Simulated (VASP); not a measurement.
Wanted: the native input for a VASP 6.6.1 run.

| Quantity | Value |
| --- | --- |
| Task | single point |
| Functional | r2SCAN |
| Potentials or basis | VASP PAW PBE potentials, release 64 (Ti_sv, Al) |
| Cutoff | 520 eV |
| k mesh | 10 × 10 × 4 |
| Occupations | gaussian, width 0.1 eV |
| Spin | no spin polarisation |
| Dipole correction | no |
| Further INCAR settings | ALGO = Normal; EDIFF = 1e-06; NBANDS = 36 |

Crystal: Ti3Al5.

```
CELL_PARAMETERS angstrom
4.02374 0.00000 0.00000
0.00000 4.02374 0.00000
0.00000 0.00000 8.59531
ATOMIC_POSITIONS crystal
Ti 0.00000 0.00000 0.50000
Ti 0.50000 0.50000 0.00000
Ti 0.50000 0.50000 0.50000
Al 0.00000 0.50000 0.25335
Al 0.00000 0.50000 0.74665
Al 0.50000 0.00000 0.25335
Al 0.50000 0.00000 0.74665
Al 0.00000 0.00000 0.00000
```

One way to write it, as run:

POSCAR

```
Ti3Al5
1.0
    4.0237391874      0.0000000000      0.0000000000
    0.0000000000      4.0237391874      0.0000000000
    0.0000000000      0.0000000000      8.5953055256
Ti Al
3 5
Direct
    0.0000000000      0.0000000000      0.5000000000
    0.5000000000      0.5000000000      0.0000000000
    0.5000000000      0.5000000000      0.5000000000
    0.0000000000      0.5000000000      0.2533472926
    0.0000000000      0.5000000000      0.7466527074
    0.5000000000      0.0000000000      0.2533472926
    0.5000000000      0.0000000000      0.7466527074
    0.0000000000      0.0000000000      0.0000000000
```

INCAR.step1

```
PREC = Accurate
ENCUT = 520
ISMEAR = 0
SIGMA = 0.1
LREAL = F
LASPH = T
NELM = 80
NBANDS = 36
GGA = PE
ALGO = Normal
EDIFF = 1E-4
LWAVE = T
LCHARG = F
```

INCAR.step2

```
PREC = Accurate
ENCUT = 520
EDIFF = 1E-6
ISMEAR = 0
SIGMA = 0.1
LREAL = F
LASPH = T
NELM = 80
ALGO = Normal
ISIF = 2
LWAVE = F
LCHARG = F
METAGGA = R2SCAN
LMIXTAU = T
NBANDS = 36
ISTART = 1
```

KPOINTS

```
Automatic mesh
0
Gamma
  10 10 4
```

Potentials or basis: VASP PAW PBE potentials, release 64 (Ti_sv, Al).

Run with:

```sh
$ cat potpaw_PBE.64/Ti_sv/POTCAR potpaw_PBE.64/Al/POTCAR > POTCAR
$ cp INCAR.step1 INCAR
$ mpirun -np 1 vasp_std > vasp.out
$ cp INCAR.step2 INCAR
$ mpirun -np 1 vasp_std > vasp.out
```

Results of the run:

```
Pressure               : -9.2 GPa
Largest force          : 0.010 eV/Å
Band gap on the k mesh : zero (an odd number of electrons rules out a gap without spin polarisation)
```

Caveat: the cell stands under tension; the PAW data sets were made with another functional, which shifts forces and pressure a little.

It took 25 min on 1 thread of Intel(R) Xeon(R) Platinum 8488C (Sapphire Rapids) (shared host), peak memory 0.41 GiB.
